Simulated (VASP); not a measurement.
MnS:

```xyz
2
Lattice="0.0000 2.4735 2.4735 2.4735 0.0000 2.4735 2.4735 2.4735 0.0000" Properties=species:S:1:pos:R:3 pbc="T T T"
Mn    0.0000    0.0000    0.0000
S     3.7102    3.7102    3.7102
```

Base run:

* Program: VASP 6.6.1
* Functional: r2SCAN
* Potentials or basis: VASP PAW PBE potentials, release 64 (Mn_pv, S)
* Cutoff: 520 eV
* k mesh: 9 × 9 × 9
* Occupations: fermi-dirac, width 0.05 eV
* Spin: collinear spin, ferromagnetic start
* Starting moments: [4.0, 0.0] μB
* Hubbard terms: Mn d U = 5.0 eV

Its results: pressure 66.1 GPa; net moment 4.89 μB per cell; site moments Mn +4.48; S +0.05 μB.

Task: After a change of settings the same cell gave: pressure 47.9 GPa; net moment 4.32 μB per cell; site moments Mn +4.01; S +0.01 μB. Which change was it?
A. hubbard terms from Mn d U = 5.0 eV to Mn d U = 2.0 eV
B. hubbard terms from Mn d U = 5.0 eV to Mn d U = 3.0 eV; further incar settings from ALGO = Normal; EDIFF = 1e-06; NBANDS = 20 to ALGO = Normal; EDIFF = 1e-07; NBANDS = 20
C. hubbard terms from Mn d U = 5.0 eV to Mn d U = 4.0 eV
D. functional from r2SCAN to RPBE; hubbard terms from Mn d U = 5.0 eV to Mn d U = 7.0 eV

Result: A.

Caveats: the cell stands under pressure; the PAW data sets were made with another functional, which shifts forces and pressure a little; a cell with one magnetic atom can't hold antiferromagnetic order, which such compounds often take.
